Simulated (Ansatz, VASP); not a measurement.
Rh: VASP beside Ansatz

```xyz
4
Lattice="2.6721 0.0000 0.0000 -1.3360 2.3141 0.0000 0.0000 0.0000 8.7469" Properties=species:S:1:pos:R:3 pbc="T T T"
Rh    0.0000    0.0000    0.0000
Rh    0.0000    1.5427    2.1867
Rh    0.0000    0.0000    4.3735
Rh    1.3360    0.7714    6.5602
```

Alike in both runs: functional PBEsol; k mesh 10 × 10 × 3; occupations fermi-dirac, width 0.05 eV; no spin polarisation.

Ansatz relaxed the structure, and its values are those at the end. VASP's run is a single point on that final structure, the one shown.

|  | VASP | Ansatz |
| --- | --- | --- |
| version | VASP 6.6.1 | Ansatz 0.2.0 |
| potentials or method | VASP PAW PBE potentials, release 64 (Rh_pv) | plane waves, PAW |
| plane-wave cutoff (eV) | 520 | 420 |
| valence electrons in the cell | 60 | 68 |

|  | VASP | Ansatz | Ansatz less VASP |
| --- | --- | --- | --- |
| pressure (GPa) | -0.1 | 0.0 | +0.07 |

VASP's potentials were made for PBE, not for PBEsol. VASP's potentials hold 60 valence electrons a cell and Ansatz's 68, so a difference there can come from the potentials and not from the codes.
